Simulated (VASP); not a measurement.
# ZnS (F-43m) in VASP: a series of runs

The runs below take ZnS through single point, with PBE.

Program: VASP 6.6.1. These are calculated values, not measurements. Logs are shortened: lines on timing, memory, paths and dates and some standing lists are left out, and cuts for length are marked.

**What was measured.**

“Electronic, vibrational, and thermodynamic properties of ZnS (zincblende and rocksalt structure)”, 2009, arxiv:0911.5022 quotes, for a bulk crystal of ZnS at 19 K: band gap 3.85 eV (direct).

The runs below are set against these values where they give the same quantity.

### 1 The cell of the first run

It takes space group F-43m (No. 216, cubic). Conventional cell: a = 5.440 Å, b = 5.440 Å, c = 5.440 Å, α = 90.00°, β = 90.00°, γ = 90.00°. Zn (site symmetry -43m) has 4 S at 2.36 Å within 3.1 Å. Within 3.1 Å of S (site symmetry -43m) lie 4 Zn at 2.36 Å.

### 2 Single point, PBE

INCAR

```
ALGO = Normal
EDIFF = 1E-6
ENCUT = 520
GGA = PE
ISIF = 2
ISMEAR = -1
LASPH = True
LCHARG = False
LREAL = False
LWAVE = False
NBANDS = 16
NELM = 80
PREC = Accurate
SIGMA = 0.02
```

KPOINTS

```
k-points
0
Gamma
  6 6 6
```

POSCAR

```
ZnS
1.0
    0.0000000000      2.7198945612      2.7198945612
    2.7198945612      0.0000000000      2.7198945612
    2.7198945612      2.7198945612      0.0000000000
Zn S
1 1
Direct
    0.2500000000      0.2500000000      0.2500000000
    0.0000000000      0.0000000000      0.0000000000
```

Potentials or basis: VASP PAW PBE potentials, release 64 (Zn, S).

Launch:

```console
$ cat potpaw_PBE.64/Zn/POTCAR potpaw_PBE.64/S/POTCAR > POTCAR
$ mpirun -np 1 vasp_std > vasp.out
```

OUTCAR:

```text
EDIFF = 1E-6
   ENCUT = 520
   GGA = PE
   ISIF = 2
   ISMEAR = -1
   LASPH = True
   LREAL = False
   NELM = 80
   PREC = Accurate

 ion  position               nearest neighbor table
   1  0.250  0.250  0.250-   2 2.36   2 2.36   2 2.36   2 2.36
   2  0.000  0.000  0.000-   1 2.36   1 2.36   1 2.36   1 2.36

  LATTYP: Found a face centered cubic cell.
 ALAT       =     5.4397891224

  Lattice vectors:

 A1 = (   0.0000000000,   2.7198945612,   2.7198945612)
 A2 = (   2.7198945612,   0.0000000000,   2.7198945612)
 A3 = (   2.7198945612,   2.7198945612,   0.0000000000)

Analysis of symmetry for initial positions (statically):
=====================================================================
 Subroutine PRICEL returns:
 Original cell was already a primitive cell.

 Routine SETGRP: Setting up the symmetry group for a
 face centered cubic supercell.

 Subroutine GETGRP returns: Found 24 space group operations
 (whereof 24 operations were pure point group operations)
 out of a pool of 48 trial point group operations.

The static configuration has the point symmetry T_d .

Analysis of symmetry for dynamics (positions and initial velocities):
=====================================================================
 Subroutine PRICEL returns:
 Original cell was already a primitive cell.

 Routine SETGRP: Setting up the symmetry group for a
 face centered cubic supercell.

 Subroutine GETGRP returns: Found 24 space group operations
 (whereof 24 operations were pure point group operations)
 out of a pool of 48 trial point group operations.

The dynamic configuration has the point symmetry T_d .

 Subroutine INISYM returns: Found 24 space group operations
 (whereof 24 operations are pure point group operations),
 and found     1 'primitive' translations

----------------------------------------------------------------------------------------

                                     Primitive cell

  volume of cell :      40.2426

  direct lattice vectors                    reciprocal lattice vectors
     0.000000000  2.719894561  2.719894561    -0.183830655  0.183830655  0.183830655
     2.719894561  0.000000000  2.719894561     0.183830655 -0.183830655  0.183830655
     2.719894561  2.719894561  0.000000000     0.183830655  0.183830655 -0.183830655

  length of vectors
     3.846511777  3.846511777  3.846511777     0.318404035  0.318404035  0.318404035

  position of ions in fractional coordinates (direct lattice)
     0.250000000  0.250000000  0.250000000
     0.000000000  0.000000000  0.000000000

  ion indices of the primitive-cell ions
   primitive index   ion index
                 1           1
                 2           2

----------------------------------------------------------------------------------------

 KPOINTS: k-points

Automatic generation of k-mesh.
 Grid dimensions read from file:
 generate k-points for:    6    6    6

 Generating k-lattice:

  Cartesian coordinates                     Fractional coordinates (reciprocal lattice)
    -0.030638443  0.030638443  0.030638443     0.166666667  0.000000000  0.000000000
     0.030638443 -0.030638443  0.030638443     0.000000000  0.166666667  0.000000000
     0.030638443  0.030638443 -0.030638443     0.000000000  0.000000000  0.166666667

  Length of vectors
     0.053067339  0.053067339  0.053067339

  Shift w.r.t. Gamma in fractional coordinates (k-lattice)
     0.000000000  0.000000000  0.000000000

 Subroutine IBZKPT returns following result:
 ===========================================

 Found     16 irreducible k-points:

 Following reciprocal coordinates:
            Coordinates               Weight
  0.000000  0.000000  0.000000      1.000000
  0.166667  0.000000  0.000000      8.000000
  0.333333  0.000000  0.000000      8.000000
  0.500000  0.000000  0.000000      4.000000
  0.166667  0.166667  0.000000      6.000000
  0.333333  0.166667  0.000000     24.000000
[... 8 lines left out ...]
 -0.333333  0.333333  0.166667     24.000000
 -0.333333  0.500000  0.166667     12.000000
   k-points           NKPTS =     16   k-points in BZ     NKDIM =     16   number of bands    NBANDS=     16
   number of dos      NEDOS =    301   number of ions     NIONS =      2
   total plane-waves  NPLWV =  27000
   dimension x,y,z NGX =    30 NGY =   30 NGZ =   30
   dimension x,y,z NGXF=    60 NGYF=   60 NGZF=   60
   ions per type =               1   1
   NGX,Y,Z   is equivalent  to a cutoff of  12.97, 12.97, 12.97 a.u.
   NGXF,Y,Z  is equivalent  to a cutoff of  25.93, 25.93, 25.93 a.u.
 SYSTEM =  unknown system
   PREC   = accura    normal or accurate (medium, high low for compatibility)
   ISTART =      0    job   : 0-new  1-cont  2-samecut
   ICHARG =      2    charge: 1-file 2-atom 10-const
   ISPIN  =      1    spin polarized calculation?
   LNONCOLLINEAR =      F non collinear calculations
   LSORBIT =      F    spin-orbit coupling
   LASPH  =      T    aspherical Exc in radial PAW
   ENCUT  =  520.0 eV  38.22 Ry    6.18 a.u.   7.15  7.15  7.15*2*pi/ulx,y,z
   NELM   =     80;   NELMIN=  2; NELMDL= -5     # of ELM steps
   EDIFF  = 0.1E-05   stopping-criterion for ELM
   LREAL  =      F    real-space projection
   EDIFFG = 0.1E-04   stopping-criterion for IOM
   NSW    =      0    number of steps for IOM
   IBRION =     -1    ionic relax: 0-MD 1-quasi-New 2-CG
   NFREE  =      0    steps in history (QN), initial steepest desc. (CG)
   ISIF   =      2    stress and relaxation
   ISYM   =      2    0-nonsym 1-usesym 2-fastsym
   POTIM  = 0.5000    time-step for ionic-motion
   TEBEG  =    0.0;   TEEND  =   0.0 temperature during run
   PSTRESS=    0.0 pullay stress
   NELECT =      18.0000    total number of electrons
   NUPDOWN=      -1.0000    fix difference up-down
   EMIN   =  10.00;   EMAX   =-10.00  energy-range for DOS
   EFERMI =   0.00;   METHOD = LEGACY
   ISMEAR =    -1;   SIGMA  =   0.02  broadening in eV -4-tet -1-fermi 0-gaus
   EFERMI_NEDOS =   21; number of points for ismear=-14 and -15
   IALGO  =     38    algorithm
   IMIX   =      4    mixing-type and parameters
     AMIX     =   0.40;   BMIX     =  1.00
     AMIX_MAG =   1.60;   BMIX_MAG =  1.00
  volume/ion in A,a.u.               =      20.12       135.79
  Fermi-wavevector in a.u.,A,eV,Ry     =   1.251998  2.365933 21.327115  1.567499
  Thomas-Fermi vector in A             =   2.385919
   LORBIT       =      0    0 simple, 1 ext, 2 COOP (PROOUT), +10 PAW based schemes
   GGA     = PE    functional components
[... 5 lines left out ...]
 non-spin polarized calculation
  energy-cutoff  :      520.00
  volume of cell :       40.24
 maximum number of plane-waves:      1106
 NGX is ok and might be reduce to    30
   NGX = 15   NGY = 15   NGZ = 15

 number of electron      18.0000009 magnetization

 Free energy of the ion-electron system (eV)
  ---------------------------------------------------
  ext. energy  EPLUGINS =         0.00000000
  ---------------------------------------------------
  free energy    TOTEN  =        -6.84941978 eV

  energy without entropy =       -6.84941978  energy(sigma->0) =       -6.84941978

 E-fermi :   2.3745     XC(G=0):  -9.5364

 val. band max:        1.9268220448   @ k =   0.0000   0.0000   0.0000
 cond. band min:       3.9534320113   @ k =   0.0000   0.0000   0.0000
 fundamental gap:      2.0266099665
 Fermi energy:         2.3744537346

 k-point     1 :       0.0000    0.0000    0.0000
  band No.  band energies     occupation
      1     -11.0773      2.00000
      2      -4.3378      2.00000
      3      -4.3378      2.00000
      4      -4.3378      2.00000
      5      -3.8632      2.00000
      6      -3.8632      2.00000
[... 8 lines left out ...]
     15      13.6651      0.00000
     16      13.6851      0.00000

 k-point     2 :       0.1667    0.0000    0.0000
  band No.  band energies     occupation
      1     -10.8818      2.00000
      2      -4.3278      2.00000
      3      -4.3041      2.00000
      4      -4.3041      2.00000
      5      -3.8649      2.00000
      6      -3.8649      2.00000
[... 8 lines left out ...]
     15      12.8899      0.00000
     16      14.5499      0.00000

 k-point     3 :       0.3333    0.0000    0.0000
  band No.  band energies     occupation
      1     -10.4402      2.00000
      2      -4.2477      2.00000
      3      -4.2477      2.00000
      4      -4.1671      2.00000
      5      -3.8519      2.00000
      6      -3.8519      2.00000
[... 8 lines left out ...]
     15      13.4825      0.00000
     16      13.7350      0.00000

 k-point     4 :       0.5000    0.0000    0.0000
  band No.  band energies     occupation
      1     -10.1859      2.00000
      2      -4.2275      2.00000
      3      -4.2275      2.00000
      4      -3.8344      2.00000
      5      -3.8344      2.00000
      6      -3.6669      2.00000
[... 8 lines left out ...]
     15      15.2822      0.00000
     16      15.2822      0.00000

 k-point     5 :       0.1667    0.1667    0.0000
  band No.  band energies     occupation
      1     -10.8166      2.00000
      2      -4.3642      2.00000
      3      -4.2721      2.00000
      4      -4.2721      2.00000
      5      -3.8881      2.00000
      6      -3.8453      2.00000
[... 8 lines left out ...]
     15      14.0176      0.00000
     16      15.7846      0.00000

 k-point     6 :       0.3333    0.1667    0.0000
  band No.  band energies     occupation
      1     -10.4531      2.00000
      2      -4.3179      2.00000
      3      -4.2046      2.00000
      4      -4.1880      2.00000
      5      -3.8803      2.00000
      6      -3.8298      2.00000
[... 8 lines left out ...]
     15      14.4447      0.00000
     16      15.8495      0.00000
[... 115 lines left out ...]
 k-point    13 :       0.5000    0.5000    0.0000
  band No.  band energies     occupation
      1      -9.8864      2.00000
      2      -4.3473      2.00000
      3      -4.0106      2.00000
      4      -4.0106      2.00000
      5      -3.7917      2.00000
      6      -3.6538      2.00000
[... 8 lines left out ...]
     15      15.6141      0.00000
     16      16.3996      0.00000

 k-point    14 :       0.5000    0.3333    0.1667
  band No.  band energies     occupation
      1     -10.1345      2.00000
      2      -4.2415      2.00000
      3      -4.1650      2.00000
      4      -4.0496      2.00000
      5      -3.8404      2.00000
      6      -3.7886      2.00000
[... 8 lines left out ...]
     15      15.7762      0.00000
     16      16.3960      0.00000

 k-point    15 :      -0.3333    0.3333    0.1667
  band No.  band energies     occupation
      1      -9.9616      2.00000
      2      -4.2063      2.00000
      3      -4.1257      2.00000
      4      -3.9116      2.00000
      5      -3.8711      2.00000
      6      -3.5620      2.00000
[... 8 lines left out ...]
     15      15.5688      0.00000
     16      16.2544      0.00000

 k-point    16 :      -0.3333    0.5000    0.1667
  band No.  band energies     occupation
      1      -9.8822      2.00000
      2      -4.2407      2.00000
      3      -4.0577      2.00000
      4      -3.9715      2.00000
      5      -3.8407      2.00000
      6      -3.5248      2.00000
[... 8 lines left out ...]
     15      15.7646      0.00000
     16      16.6767      0.00000

------------------------ aborting loop because EDIFF is reached ----------------------------------------

  FORCE on cell =-STRESS in cart. coord.  units (eV):
  Direction    XX          YY          ZZ          XY          YZ          ZX
  --------------------------------------------------------------------------------------
  -------------------------------------------------------------------------------------
  Total        0.0776938      0.0776938      0.0776938      0.0000000      0.0000000      0.0000000
  in kB        3.0932212      3.0932212      3.0932212      0.0000000      0.0000000      0.0000000
  external PRESSURE =       3.0932212 kB  Pullay stress =       0.0000000 kB

 VOLUME and BASIS-vectors are now :
 -----------------------------------------------------------------------------
  energy-cutoff  :      520.00
  volume of cell :       40.24
      direct lattice vectors                 reciprocal lattice vectors
     0.000000000  2.719894561  2.719894561    -0.183830655  0.183830655  0.183830655
     2.719894561  0.000000000  2.719894561     0.183830655 -0.183830655  0.183830655
     2.719894561  2.719894561  0.000000000     0.183830655  0.183830655 -0.183830655

 POSITION                                       TOTAL-FORCE (eV/Angst)
 -----------------------------------------------------------------------------------
      1.35995      1.35995      1.35995        -0.000000     -0.000000      0.000000
      0.00000      0.00000      0.00000         0.000000      0.000000     -0.000000
 -----------------------------------------------------------------------------------
    total drift:                                0.000000      0.000000      0.000000

  FREE ENERGIE OF THE ION-ELECTRON SYSTEM (eV)
  ---------------------------------------------------
  free  energy   TOTEN  =        -6.8494197790 eV

  energy  without entropy=       -6.8494197790  energy(sigma->0) =       -6.84941978
```

Run time: 6.1 s. Hardware: 1 thread of Intel Xeon 6975P-C (Granite Rapids), shared host; peak memory 0.16 GiB.

Results:

```yaml
Free_energy: -6.8494 eV
Pressure: 0.3 GPa
Band_gap_on_the_k_mesh: 2.03 eV, direct
```

Levels at points of the mesh, in eV from the valence-band top:
```
           k point  band 7  band 8  band 9  band 10  band 11  band 12
(0.00, 0.00, 0.00)    0.00    0.00    0.00     2.03     6.41     6.41
(0.50, 0.00, 0.00)   -5.16   -0.84   -0.84     3.27     6.94     6.94
(0.50, 0.50, 0.00)   -4.48   -2.15   -2.15     3.45     4.07    10.84
```

[end of part 1 of 2]
